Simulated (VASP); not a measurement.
The system is GaSb.

```
CELL_PARAMETERS angstrom
0.00000 3.06603 3.06603
3.06603 0.00000 3.06603
3.06603 3.06603 0.00000
ATOMIC_POSITIONS crystal
Ga 0.00000 0.00000 0.00000
Sb 0.25000 0.25000 0.25000
```

- Program: VASP 6.6.1
- Task: relaxation of cell and atoms
- Functional: PBE
- Potentials or basis: VASP PAW PBE potentials, release 64 (Ga_d, Sb)
- Cutoff: 600 eV
- k mesh: 5 × 5 × 5
- Occupations: fermi-dirac, width 0.1 eV
- Spin: no spin polarisation

At the start: pressure 2.2 GPa; volume 28.82 Å³/atom.

Question: Where does the relaxation end?

Answer: Over 3 steps the energy falls by 9.3 meV/atom and the volume is 30.20 Å³/atom (+4.8 %); space group F-43m (No. 216, to 0.1 Å) before and after.

Step by step:
```
step  energy change (eV)  largest force (eV/Å)  pressure (GPa)  volume (Å³)
   1              0.0000                0.0000            2.23        57.64
   2             -0.0176                0.0000           -0.45        61.06
   3             -0.0186                0.0000           -0.02        60.41
```

Final structure:
```
CELL_PARAMETERS angstrom
0.00000 3.11427 3.11427
3.11427 0.00000 3.11427
3.11427 3.11427 0.00000
ATOMIC_POSITIONS crystal
Ga 0.00000 0.00000 0.00000
Sb 0.25000 0.25000 0.25000
```
